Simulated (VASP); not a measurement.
Here is a VASP 6.6.1 calculation.

File INCAR:

```
ALGO = Normal
EDIFF = 1E-7
EDIFFG = -0.005
ENCUT = 600
IBRION = 2
ISIF = 3
ISMEAR = -1
LASPH = True
LCHARG = False
LREAL = False
LWAVE = False
NELM = 60
NSW = 32
PREC = Accurate
PSTRESS = 22.0
SIGMA = 0.1
```

KPOINTS

```
k-points
0
Gamma
  16 16 15
```

The input POSCAR:

```
Ag
1.0
    2.7231657212      0.0000000000      0.0000000000
   -1.3615828606      2.3583306933      0.0000000000
    0.0000000000      0.0000000000      2.6535862238
Ag
1
Direct
    0.0000000000      0.0000000000      0.0000000000
```

Potentials or basis: VASP PAW LDA potentials, release 64 (Ag).

Command:

```bash
$ cat potpaw_LDA.64/Ag/POTCAR > POTCAR
$ mpirun -np 1 vasp_std > vasp.out
```

Question: Predict the space group after relaxing (to 0.05 Å).

Answer: P6/mmm (No. 191).

Question: What does it give for the relaxed cell?

Answer: a = 2.724 Å, b = 2.724 Å, c = 2.654 Å, α = 90.00°, β = 90.00°, γ = 120.00°.

Question: What does it give for the relaxed volume?

Answer: 17.06 Å³/atom.

Final structure:
```xyz
1
Lattice="2.7242 0.0000 0.0000 -1.3621 2.3593 0.0000 0.0000 0.0000 2.6537" Properties=species:S:1:pos:R:3 pbc="T T T"
Ag    0.0000    0.0000    0.0000
```

Caveat: the cell is relaxed towards a set pressure, so the enthalpy falls and the energy may rise.
